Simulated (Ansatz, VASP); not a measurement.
# Two plane-wave programs on KTaO3

The input INCAR:

```
SYSTEM = KTaO3
PREC = Accurate
ENCUT = 520
EDIFF = 1E-6
ISMEAR = 0
SIGMA = 0.05
LREAL = .FALSE.
LASPH = .TRUE.
NELM = 60
ALGO = Normal
ISIF = 2
LWAVE = .FALSE.
LCHARG = .FALSE.
GGA = PS
NBANDS = 27
```

The input KPOINTS:

```
regular mesh
0
G
  8 8 8
  0 0 0
```

POSCAR

```
KTaO3
1.0
    3.9323343749      0.0000000000      0.0000000000
    0.0000000000      3.9323343749      0.0000000000
    0.0000000000      0.0000000000      4.0935600843
K Ta O
1 1 3
Direct
    0.5000000000      0.5000000000      0.5000000000
    0.0000000000      0.0000000000      0.0000000000
    0.5000000000      0.0000000000      0.0000000000
    0.0000000000      0.5000000000      0.0000000000
    0.0000000000      0.0000000000      0.5000000000
```

Input for Ansatz:

```yaml
crystal:
  lattice:
    - [3.9323343749, 0.0, 0.0]
    - [0.0, 3.9323343749, 0.0]
    - [0.0, 0.0, 4.0935600843]
  atoms:
    - { symbol: K, position: [0.5, 0.5, 0.5] }
    - { symbol: Ta, position: [0.0, 0.0, 0.0] }
    - { symbol: O, position: [0.5, 0.0, 0.0] }
    - { symbol: O, position: [0.0, 0.5, 0.0] }
    - { symbol: O, position: [0.0, 0.0, 0.5] }
basis:
  ecutwfc: 520.0
kpoints:
  mp_grid: { grid: [8, 8, 8] }
hamiltonian:
  xc: pbesol
  pseudopotentials: { kind: paw }
scf:
  occupations: { method: gaussian, width: 0.05 }
output:
  forces: true
  stress: true
  eigenvalues: true
```

Alike in both runs: task single point; functional PBEsol; k mesh 8 × 8 × 8; occupations gaussian, width 0.05 eV; no spin polarisation.

```csv
,VASP,Ansatz
version,VASP 6.6.1,Ansatz 0.2.0
potentials or method,"VASP PAW PBE potentials, release 64 (K_sv, Ta_pv, O), cutoff 520 eV","scalar-relativistic, plane waves, PAW"
valence electrons in the cell,38,40
```

VASP gave:

| Property | Result |
| --- | --- |
| gap on the k mesh at the Fermi level (eV) | 2.05 |
| least direct gap on the mesh (eV) | 2.64 |
| pressure (GPa) | 1.4 |
| traceless stress, the component that is largest in VASP (GPa) | -9.73 |

Problem. Which values does Ansatz return?

Solution. gap on the k mesh at the Fermi level (eV): 2.09; least direct gap on the mesh (eV): 2.68; pressure (GPa): 0.6; traceless stress, the component that is largest in VASP (GPa): -9.55.

VASP's potentials were made for PBE, not for PBEsol. The functional is the same, so the differences come from potentials, cutoffs and numerics. VASP's potentials hold 38 valence electrons a cell and Ansatz's 40, so a difference there can come from the potentials and not from the codes.

Neither program's run includes spin-orbit coupling.
